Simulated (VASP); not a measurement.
# CsK2YF6 (Fm-3m) in VASP: single point with LDA+U

Aim: the single point of CsK2YF6 with LDA+U.

All numbers are computed with VASP 6.6.1; they aren't measurements. Logs are shortened: lines on timing, memory, paths and dates and some standing lists are left out, and cuts for length are marked.

## 1. The cell of the first run

Symmetry: Fm-3m, No. 225, cubic system. The conventional cell has a = 9.961 Å, b = 9.961 Å, c = 9.961 Å, α = 90.00°, β = 90.00°, γ = 90.00°. Within 4.6 Å of K (site symmetry -43m) lie 12 F at 3.54 Å and 4 Cs at 4.31 Å and 4 Y at 4.31 Å. Cs (site symmetry m-3m) has 6 F at 2.80 Å within 3.7 Å. Y (site symmetry m-3m) has 6 F at 2.19 Å within 2.9 Å. Within 2.9 Å of F (site symmetry 4mm) lie 1 Y at 2.19 Å and 1 Cs at 2.80 Å.

## 2. Single point, LDA+U

The input, INCAR:

```
SYSTEM = CsK2YF6
PREC = Accurate ; ENCUT = 520
EDIFF = 1E-6 ; ISMEAR = -1
SIGMA = 0.3 ; LREAL = .FALSE.
LASPH = .TRUE. ; NELM = 150
ALGO = Normal ; ISIF = 2
LWAVE = .FALSE. ; LCHARG = .FALSE.
LMAXMIX = 4 ; LDAU = .TRUE.
LDAUTYPE = 2 ; LDAUL = -1 -1 2 -1
LDAUU = 0 0 1 0 ; LDAUJ = 0 0 0 0
LDAUPRINT = 1 ; GGA = CA
NBANDS = 51
```

The input, KPOINTS:

```
regular mesh
0
G
  3 3 3
  0 0 0
```

The input, POSCAR:

```
CsK2YF6
1.0
    0.0000000000      4.9807370000      4.9807370000
    4.9807370000      0.0000000000      4.9807370000
    4.9807370000      4.9807370000      0.0000000000
K Cs Y F
2 1 1 6
Direct
    0.7500000000      0.7500000000      0.7500000000
    0.2500000000      0.2500000000      0.2500000000
    0.5000000000      0.5000000000      0.5000000000
    0.0000000000      0.0000000000      0.0000000000
    0.7806420000      0.2193580000      0.2193580000
    0.2193580000      0.2193580000      0.7806420000
    0.2193580000      0.7806420000      0.7806420000
    0.2193580000      0.7806420000      0.2193580000
    0.7806420000      0.2193580000      0.7806420000
    0.7806420000      0.7806420000      0.2193580000
```

Potentials or basis: VASP PAW LDA potentials, release 64 (K_sv, Cs_sv, Y_sv, F).

On the command line:

```sh
> cat potpaw_LDA.64/K_sv/POTCAR potpaw_LDA.64/Cs_sv/POTCAR potpaw_LDA.64/Y_sv/POTCAR potpaw_LDA.64/F/POTCAR > POTCAR
> mpirun -np 1 vasp_std > vasp.out
```

OUTCAR:

```text
SYSTEM = CsK2YF6
   PREC = Accurate
   ENCUT = 520
   EDIFF = 1E-6
   ISMEAR = -1
   LREAL = .FALSE.
   LASPH = .TRUE.
   NELM = 150
   ISIF = 2
   GGA = CA

 ion  position               nearest neighbor table
   1  0.750  0.750  0.750-
   2  0.250  0.250  0.250-
   3  0.500  0.500  0.500-
   4  0.000  0.000  0.000-   5 2.19   6 2.19   7 2.19   8 2.19   9 2.19  10 2.19
   5  0.781  0.219  0.219-   4 2.19
   6  0.219  0.219  0.781-   4 2.19
   7  0.219  0.781  0.781-   4 2.19
   8  0.219  0.781  0.219-   4 2.19
   9  0.781  0.219  0.781-   4 2.19
  10  0.781  0.781  0.219-   4 2.19

  LATTYP: Found a face centered cubic cell.
 ALAT       =     9.9614740000

  Lattice vectors:

 A1 = (   0.0000000000,   4.9807370000,   4.9807370000)
 A2 = (   4.9807370000,   0.0000000000,   4.9807370000)
 A3 = (   4.9807370000,   4.9807370000,   0.0000000000)

Analysis of symmetry for initial positions (statically):
=====================================================================
 Subroutine PRICEL returns:
 Original cell was already a primitive cell.

 Routine SETGRP: Setting up the symmetry group for a
 face centered cubic supercell.

 Subroutine GETGRP returns: Found 48 space group operations
[... 9 lines left out ...]

 Routine SETGRP: Setting up the symmetry group for a
 face centered cubic supercell.

 Subroutine GETGRP returns: Found 48 space group operations
[... 11 lines left out ...]
                                     Primitive cell

  volume of cell :     247.1217

  direct lattice vectors                    reciprocal lattice vectors
     0.000000000  4.980737000  4.980737000    -0.100386750  0.100386750  0.100386750
     4.980737000  0.000000000  4.980737000     0.100386750 -0.100386750  0.100386750
     4.980737000  4.980737000  0.000000000     0.100386750  0.100386750 -0.100386750

  length of vectors
     7.043825816  7.043825816  7.043825816     0.173874951  0.173874951  0.173874951

  position of ions in fractional coordinates (direct lattice)
     0.750000000  0.750000000  0.750000000
     0.250000000  0.250000000  0.250000000
     0.500000000  0.500000000  0.500000000
     0.000000000  0.000000000  0.000000000
     0.780642000  0.219358000  0.219358000
     0.219358000  0.219358000  0.780642000
     0.219358000  0.780642000  0.780642000
     0.219358000  0.780642000  0.219358000
     0.780642000  0.219358000  0.780642000
     0.780642000  0.780642000  0.219358000

  ion indices of the primitive-cell ions
   primitive index   ion index
                 1           1
                 2           2
                 3           3
                 4           4
                 5           5
                 6           6
                 7           7
                 8           8
                 9           9
                10          10

----------------------------------------------------------------------------------------

 KPOINTS: regular mesh

Automatic generation of k-mesh.
 Grid dimensions read from file:
 generate k-points for:    3    3    3

 Generating k-lattice:

  Cartesian coordinates                     Fractional coordinates (reciprocal lattice)
    -0.033462250  0.033462250  0.033462250     0.333333333  0.000000000  0.000000000
     0.033462250 -0.033462250  0.033462250     0.000000000  0.333333333  0.000000000
     0.033462250  0.033462250 -0.033462250     0.000000000  0.000000000  0.333333333

  Length of vectors
[... 23 lines left out ...]
   NGXF,Y,Z  is equivalent  to a cutoff of  25.49, 25.49, 25.49 a.u.
 SYSTEM =  CsK2YF6
   PREC   = accura    normal or accurate (medium, high low for compatibility)
   ISTART =      0    job   : 0-new  1-cont  2-samecut
   ICHARG =      2    charge: 1-file 2-atom 10-const
   ISPIN  =      1    spin polarized calculation?
   LNONCOLLINEAR =      F non collinear calculations
   LSORBIT =      F    spin-orbit coupling
   LASPH  =      T    aspherical Exc in radial PAW
   ENCUT  =  520.0 eV  38.22 Ry    6.18 a.u.  13.10 13.10 13.10*2*pi/ulx,y,z
   NELM   =    150;   NELMIN=  2; NELMDL= -5     # of ELM steps
   EDIFF  = 0.1E-05   stopping-criterion for ELM
   LREAL  =      F    real-space projection
   EDIFFG = 0.1E-04   stopping-criterion for IOM
   NSW    =      0    number of steps for IOM
   IBRION =     -1    ionic relax: 0-MD 1-quasi-New 2-CG
   NFREE  =      0    steps in history (QN), initial steepest desc. (CG)
   ISIF   =      2    stress and relaxation
   ISYM   =      2    0-nonsym 1-usesym 2-fastsym
   POTIM  = 0.5000    time-step for ionic-motion
   TEBEG  =    0.0;   TEEND  =   0.0 temperature during run
   PSTRESS=    0.0 pullay stress
   NELECT =      80.0000    total number of electrons
   NUPDOWN=      -1.0000    fix difference up-down
   EMIN   =  10.00;   EMAX   =-10.00  energy-range for DOS
   EFERMI =   0.00;   METHOD = LEGACY
   ISMEAR =    -1;   SIGMA  =   0.30  broadening in eV -4-tet -1-fermi 0-gaus
   EFERMI_NEDOS =   21; number of points for ismear=-14 and -15
   IALGO  =     38    algorithm
   IMIX   =      4    mixing-type and parameters
     AMIX     =   0.40;   BMIX     =  1.00
     AMIX_MAG =   1.60;   BMIX_MAG =  1.00
  volume/ion in A,a.u.               =      24.71       166.77
  Fermi-wavevector in a.u.,A,eV,Ry     =   1.124090  2.124223 17.192037  1.263579
  Thomas-Fermi vector in A             =   2.260760
   LORBIT       =      0    0 simple, 1 ext, 2 COOP (PROOUT), +10 PAW based schemes
 LDA+U is selected, type is set to LDAUTYPE =  2
   angular momentum for each species LDAUL =    -1   -1    2   -1
   U (eV)           for each species LDAUU =   0.0  0.0  1.0  0.0
   J (eV)           for each species LDAUJ =   0.0  0.0  0.0  0.0
   GGA     = CA    functional components
   LHFCALC =     F    Hartree Fock is set to
   AEXX    =    0.0000 exact exchange contribution
   IVDW    =     0    specifies the selected vdW correction
   LEPSILON=     F    determine dielectric tensor
   LRPA    =     F    only Hartree local field effects (RPA)
 non-spin polarized calculation
  energy-cutoff  :      520.00
  volume of cell :      247.12
 maximum number of plane-waves:      6663
 NGX is ok and might be reduce to    54
   NGX = 27   NGY = 27   NGZ = 27

atom =   4  type =  3  l = 2

 onsite density matrix

spin component  1

  0.0496  0.0000 -0.0000  0.0000 -0.0000
  0.0000  0.0496  0.0000  0.0000 -0.0000
 -0.0000  0.0000  0.1686  0.0000  0.0000
  0.0000  0.0000  0.0000  0.0496  0.0000
 -0.0000 -0.0000  0.0000  0.0000  0.1686

spin component  2

  0.0496  0.0000 -0.0000  0.0000 -0.0000
  0.0000  0.0496  0.0000  0.0000 -0.0000
 -0.0000  0.0000  0.1686  0.0000  0.0000
  0.0000  0.0000  0.0000  0.0496  0.0000
 -0.0000 -0.0000  0.0000  0.0000  0.1686

 occupancies and eigenvectors

  o =  0.0496  v =  0.0000  0.7955  0.0000 -0.6060 -0.0000  0.0000  0.0000  0.0000  0.0000  0.0000      0.0000  0.0000  0.0000  0.0000  0.0000  0.0000  0.0000  0.0000  0.0000  0.0000
  o =  0.0496  v =  0.0000  0.0000  0.0000  0.0000  0.0000  0.0000  0.7955  0.0000 -0.6060 -0.0000      0.0000  0.0000  0.0000  0.0000  0.0000  0.0000  0.0000  0.0000  0.0000  0.0000
  o =  0.0496  v =  0.0000  0.0000  0.0000  0.0000  0.0000  0.0000 -0.6060  0.0000 -0.7955  0.0000      0.0000  0.0000  0.0000  0.0000  0.0000  0.0000  0.0000  0.0000  0.0000  0.0000
  o =  0.0496  v =  0.0000 -0.6060  0.0000 -0.7955  0.0000  0.0000  0.0000  0.0000  0.0000  0.0000      0.0000  0.0000  0.0000  0.0000  0.0000  0.0000  0.0000  0.0000  0.0000  0.0000
  o =  0.0496  v =  1.0000  0.0000  0.0000  0.0000  0.0000  0.0000  0.0000  0.0000  0.0000  0.0000      0.0000  0.0000  0.0000  0.0000  0.0000  0.0000  0.0000  0.0000  0.0000  0.0000
  o =  0.0496  v =  0.0000  0.0000  0.0000  0.0000  0.0000  1.0000  0.0000  0.0000  0.0000  0.0000      0.0000  0.0000  0.0000  0.0000  0.0000  0.0000  0.0000  0.0000  0.0000  0.0000
  o =  0.1686  v =  0.0000 -0.0000  1.0000 -0.0000 -0.0068  0.0000  0.0000  0.0000  0.0000  0.0000      0.0000  0.0000  0.0000  0.0000  0.0000  0.0000  0.0000  0.0000  0.0000  0.0000
  o =  0.1686  v =  0.0000  0.0000  0.0000  0.0000  0.0000  0.0000 -0.0000  1.0000 -0.0000 -0.0068      0.0000  0.0000  0.0000  0.0000  0.0000  0.0000  0.0000  0.0000  0.0000  0.0000
  o =  0.1686  v =  0.0000  0.0000  0.0000  0.0000  0.0000  0.0000 -0.0000  0.0068 -0.0000  1.0000      0.0000  0.0000  0.0000  0.0000  0.0000  0.0000  0.0000  0.0000  0.0000  0.0000
  o =  0.1686  v =  0.0000 -0.0000  0.0068 -0.0000  1.0000  0.0000  0.0000  0.0000  0.0000  0.0000      0.0000  0.0000  0.0000  0.0000  0.0000  0.0000  0.0000  0.0000  0.0000  0.0000

 number of electron      79.9999988 magnetization

 Free energy of the ion-electron system (eV)
  ---------------------------------------------------
  ext. energy  EPLUGINS =         0.00000000
  ---------------------------------------------------
  free energy    TOTEN  =       -55.33874761 eV

  energy without entropy =      -55.33678502  energy(sigma->0) =      -55.33776632

 E-fermi :  -0.3961     XC(G=0):  -7.9761

 val. band max:       -3.3927468668   @ k =  -0.3333   0.3333   0.0000
 cond. band min:       1.4259518493   @ k =   0.0000   0.0000   0.0000
 fundamental gap:      4.8186987161
 Fermi energy:        -0.3961168439

 k-point     1 :       0.0000    0.0000    0.0000
  band No.  band energies     occupation
      1     -41.3126      2.00000
      2     -30.8226      2.00000
      3     -30.8209      2.00000
      4     -23.2172      2.00000
      5     -23.2172      2.00000
      6     -23.2172      2.00000
[... 205 lines left out ...]
     50       5.5628      0.00000
     51       5.6024      0.00000

------------------------ aborting loop because EDIFF is reached ----------------------------------------

  FORCE on cell =-STRESS in cart. coord.  units (eV):
  Direction    XX          YY          ZZ          XY          YZ          ZX
  --------------------------------------------------------------------------------------
  -------------------------------------------------------------------------------------
  Total       -4.8255230     -4.8255230     -4.8255230      0.0000000     -0.0000000      0.0000000
  in kB      -31.2855753    -31.2855753    -31.2855753      0.0000000     -0.0000000      0.0000000
  external PRESSURE =     -31.2855753 kB  Pullay stress =       0.0000000 kB

 VOLUME and BASIS-vectors are now :
 -----------------------------------------------------------------------------
  energy-cutoff  :      520.00
  volume of cell :      247.12
      direct lattice vectors                 reciprocal lattice vectors
     0.000000000  4.980737000  4.980737000    -0.100386750  0.100386750  0.100386750
     4.980737000  0.000000000  4.980737000     0.100386750 -0.100386750  0.100386750
     4.980737000  4.980737000  0.000000000     0.100386750  0.100386750 -0.100386750

 POSITION                                       TOTAL-FORCE (eV/Angst)
 -----------------------------------------------------------------------------------
      7.47111      7.47111      7.47111        -0.000000      0.000000      0.000000
      2.49037      2.49037      2.49037        -0.000000      0.000000     -0.000000
      4.98074      4.98074      4.98074         0.000000      0.000000     -0.000000
      0.00000      0.00000      0.00000         0.000000      0.000000      0.000000
      2.18513      4.98074      4.98074        -0.261641      0.000000      0.000000
      4.98074      4.98074      2.18513         0.000000      0.000000     -0.261641
      7.77634      4.98074      4.98074         0.261641      0.000000      0.000000
      4.98074      2.18513      4.98074         0.000000     -0.261641      0.000000
      4.98074      7.77634      4.98074         0.000000      0.261641      0.000000
      4.98074      4.98074      7.77634         0.000000      0.000000      0.261641
 -----------------------------------------------------------------------------------
    total drift:                                0.000000      0.000000      0.000000

  FREE ENERGIE OF THE ION-ELECTRON SYSTEM (eV)
  ---------------------------------------------------
  free  energy   TOTEN  =       -55.3387476133 eV

  energy  without entropy=      -55.3367850183  energy(sigma->0) =      -55.33776632
```

Wall time 86 s (1 thread of Oxide Virtual Turin-like, shared host); peak memory 0.3 GiB.

Results:

- Free energy: -55.3387 eV
- Pressure: -3.1 GPa
- Largest force: 0.262 eV/Å
- Band gap on the k mesh: 4.82 eV, indirect (least direct gap 4.88 eV)

Forces on the atoms (eV/Å):
```
K    0.000  0.000  0.000
K    0.000  0.000  0.000
Cs   0.000  0.000  0.000
Y    0.000  0.000  0.000
F   -0.262  0.000  0.000
F    0.000  0.000 -0.262
F    0.262  0.000  0.000
F    0.000 -0.262  0.000
F    0.000  0.262  0.000
F    0.000  0.000  0.262
```

Levels at points of the mesh, in eV from the valence-band top:
```
           k point  band 37  band 38  band 39  band 40  band 41  band 42  band 43  band 44
(0.00, 0.00, 0.00)    -0.22    -0.06    -0.06    -0.06     4.82     7.97     7.97     8.10
```

Eigenvalues of the final occupation matrices:
| site | spin | trace | eigenvalues |
| --- | --- | --- | --- |
| site 4 d | 1 | 0.49 | 0.05 0.05 0.05 0.17 0.17 |
| site 4 d | 2 | 0.49 | 0.05 0.05 0.05 0.17 0.17 |

Caveat: spin-orbit coupling is left out, which moves the levels of the heavy elements. A k mesh can miss the band edges.
